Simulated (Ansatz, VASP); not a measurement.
Sn: VASP beside Ansatz

Contents of INCAR:

```
SYSTEM = Sn
PREC = Accurate ; ENCUT = 520
EDIFF = 1E-7 ; ISMEAR = 0
SIGMA = 0.15 ; LREAL = .FALSE.
LASPH = .TRUE. ; NELM = 60
ALGO = Fast ; ISIF = 2
LWAVE = .FALSE. ; LCHARG = .TRUE.
GGA = PS ; LELF = .TRUE.
LVHAR = .TRUE. ; NBANDS = 21
```

KPOINTS

```
regular mesh
0
G
  12 12 12
  0 0 0
```

File POSCAR:

```
Sn
1.0
    0.0000000000      3.2050300000      3.2456000000
    3.2861700000      0.0000000000      3.2456000000
    3.2861700000      3.2050300000      0.0000000000
Sn
2
Direct
    0.5000000000      0.5000000000      0.5000000000
    0.7500000000      0.7500000000      0.7500000000
```

Input for Ansatz:

```yaml
crystal:
  lattice:
    - [0.0, 3.20503, 3.2456]
    - [3.28617, 0.0, 3.2456]
    - [3.28617, 3.20503, 0.0]
  atoms:
    - { symbol: Sn, position: [0.5, 0.5, 0.5] }
    - { symbol: Sn, position: [0.75, 0.75, 0.75] }
basis:
  ecutwfc: 420
kpoints:
  mp_grid: { grid: [12, 12, 12] }
hamiltonian:
  xc: pbesol
scf:
  occupations: { method: gaussian, width: 0.15 }
output:
  forces: true
  stress: true
  eigenvalues: true
```

Change from the starting cell: strain +0.0125 x Voigt [1, -1, 0, 0, 0, 0], atoms carried along.

Alike in both runs: task single point; functional PBEsol; k mesh 12 × 12 × 12; occupations gaussian, width 0.15 eV; no spin polarisation.

```csv
,VASP,Ansatz
version,VASP 6.6.1,Ansatz 0.2.0
potentials or method,"VASP PAW PBE potentials, release 64 (Sn_d), cutoff 520 eV","scalar-relativistic, plane waves, PAW"
valence electrons in the cell,28,28
```

```tsv
	VASP	Ansatz	Ansatz less VASP
gap on the k mesh at the Fermi level (eV)	none	none	-
pressure (GPa)	0.9	1.0	+0.07
traceless stress, the component that is largest in VASP (GPa)	-0.38	-0.38	+0.001
```

VASP's potentials were made for PBE, not for PBEsol. A gap of «none» marks a metal or a gap that the smearing closes.
